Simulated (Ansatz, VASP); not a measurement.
Be: VASP beside Ansatz

POSCAR

```
Be
1.0
    2.3130519262      0.0000000000      0.0000000000
   -1.1565259631      2.0031617284      0.0000000000
    0.0000000000      0.0000000000      7.3664580736
Be
4
Direct
    1.0000000000      1.0000000000      1.0000000000
    0.0000000000      1.0000000000      0.5000000000
    0.3333333333      0.6666666667      0.2500000000
    0.6666666667      0.3333333333      0.7500000000
```

Contents of INCAR.step1:

```
PREC = Accurate
ENCUT = 520
ISMEAR = -1
SIGMA = 0.1
LREAL = F
LASPH = T
NELM = 60
NBANDS = 12
GGA = PE
ALGO = Normal
EDIFF = 1E-4
LWAVE = T
LCHARG = F
```

The input INCAR.step2:

```
PREC = Accurate
ENCUT = 520
EDIFF = 1E-6
ISMEAR = -1
SIGMA = 0.1
LREAL = F
LASPH = T
NELM = 60
ALGO = Normal
ISIF = 2
LWAVE = F
LCHARG = T
METAGGA = R2SCAN
LMIXTAU = T
LELF = T
LVHAR = T
NBANDS = 12
ISTART = 1
```

File KPOINTS:

```
Automatic mesh
0
Gamma
  18 18 5
```

Input for Ansatz:

```yaml
crystal:
  lattice:
    - [2.3130519262, 0.0, 0.0]
    - [-1.1565259631, 2.0031617284, 0.0]
    - [0.0, 0.0, 7.3664580736]
  atoms:
    - { symbol: Be, position: [1.0, 1.0, 1.0] }
    - { symbol: Be, position: [0.0, 1.0, 0.5] }
    - { symbol: Be, position: [0.3333333333, 0.6666666667, 0.25] }
    - { symbol: Be, position: [0.6666666667, 0.3333333333, 0.75] }
hamiltonian:
  xc: r2scan
  pseudopotentials:
    kind: paw
    azcp:
      Be: "pseudopotentials/Be.paw.azcp"
basis:
  ecutwfc: 500
  fft_grid_basis: typed
kpoints:
  mp_grid: { grid: [18, 18, 5], shift: [0, 0, 0] }
magnetization:
  spin_polarized: false
scf:
  occupations: { method: fermi_dirac, width: 0.1 }
  lower_state_search: "off"
output:
  stress: true
```

Alike in both runs: task single point; functional r2SCAN; k mesh 18 × 18 × 5; occupations fermi-dirac, width 0.1 eV; no spin polarisation.

|  | VASP | Ansatz |
| --- | --- | --- |
| version | VASP 6.6.1 | Ansatz 0.2.0 |
| potentials or method | VASP PAW PBE potentials, release 64 (Be), cutoff 520 eV | plane waves (500 eV) with PAW, scalar-relativistic |
| valence electrons in the cell | 8 | 8 |

```tsv
	VASP	Ansatz	Ansatz less VASP
pressure (GPa)	-8.3	-8.4	-0.12
```

VASP's potentials were made for PBE, not for r2SCAN.
